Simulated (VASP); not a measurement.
Ta:

```
CELL_PARAMETERS angstrom
2.94513 0.00000 0.00000
-1.47256 2.55056 0.00000
0.00000 0.00000 9.61879
ATOMIC_POSITIONS crystal
Ta 0.00000 0.00000 0.00000
Ta 0.00000 0.00000 0.50000
Ta 0.33333 0.66667 0.25000
Ta 0.66667 0.33333 0.75000
```

This isn't the form of Ta at room conditions, which is bcc.

```yaml
Program: VASP 6.6.1
Task: relaxation of cell and atoms
Functional: RPBE
Potentials_or_basis: VASP PAW PBE potentials, release 64 (Ta_pv)
Cutoff: 600 eV
k_mesh: 12 × 12 × 4
Occupations: fermi-dirac, width 0.1 eV
Spin: no spin polarisation
```

At the start: pressure 11.8 GPa; volume 18.06 Å³/atom.

Where does the relaxation end?

Over 13 steps the energy falls by 45.0 meV/atom and the volume is 19.13 Å³/atom (+5.9 %); space group P6_3/mmc (No. 194, to 0.1 Å) before and after.

The path:
```
step  energy change (eV)  largest force (eV/Å)  pressure (GPa)  volume (Å³)
   1              0.0000                0.0000           11.85        72.25
   2              0.5117                0.0000          -18.66        87.12
   3             -0.1608                0.0000           -0.78        76.86
   4             -0.1611                0.0000           -0.34        76.67
   5             -0.1758                0.0000           -0.15        76.58
   6             -0.1799                0.0000            0.10        76.47
   7             -0.1800                0.0000            0.08        76.48
   8             -0.1796                0.0000            0.01        76.51
   9             -0.1800                0.0000            0.06        76.48
  10             -0.1799                0.0000            0.05        76.50
  11             -0.1799                0.0000            0.06        76.49
  12             -0.1799                0.0000           -0.08        76.56
  13             -0.1799                0.0000           -0.03        76.51
```

Final structure:
```
CELL_PARAMETERS angstrom
2.96093 0.00000 0.00000
-1.48046 2.56424 0.00000
0.00000 0.00000 10.07726
ATOMIC_POSITIONS crystal
Ta 0.00000 0.00000 0.00000
Ta 0.00000 0.00000 0.50000
Ta 0.33333 0.66667 0.25000
Ta 0.66667 0.33333 0.75000
```

Caveat: the PAW data sets were made with another functional, which shifts forces and pressure a little.
